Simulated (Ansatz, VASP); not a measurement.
## Os in VASP and in Ansatz

```
CELL_PARAMETERS angstrom
0.00000 1.91362 2.00930
1.91362 0.00000 2.00930
1.91362 1.91362 0.00000
ATOMIC_POSITIONS crystal
Os 0.00000 0.00000 0.00000
```

Alike in both runs: task single point; functional PBEsol; k mesh 24 × 24 × 24; occupations gaussian, width 0.15 eV; no spin polarisation.

|  | VASP | Ansatz |
| --- | --- | --- |
| version | VASP 6.6.1 | Ansatz 0.2.0 |
| potentials or method | VASP PAW PBE potentials, release 64 (Os), cutoff 520 eV | scalar-relativistic, plane waves, PAW |
| valence electrons in the cell | 8 | 16 |

Ansatz gave:

```
gap on the k mesh at the Fermi level (eV)                     : none
pressure (GPa)                                                : -19.7
traceless stress, the component that is largest in VASP (GPa) : -10.30
```

Question: What did VASP give for the same quantities?

Answer: gap on the k mesh at the Fermi level (eV): none; pressure (GPa): -19.7; traceless stress, the component that is largest in VASP (GPa): -10.22.

VASP's potentials were made for PBE, not for PBEsol. A gap of «none» marks a metal or a gap that the smearing closes. The functional is the same, so the differences come from potentials, cutoffs and numerics. VASP's potentials hold 8 valence electrons a cell and Ansatz's 16, so a difference there can come from the potentials and not from the codes.

Neither program's run includes spin-orbit coupling.
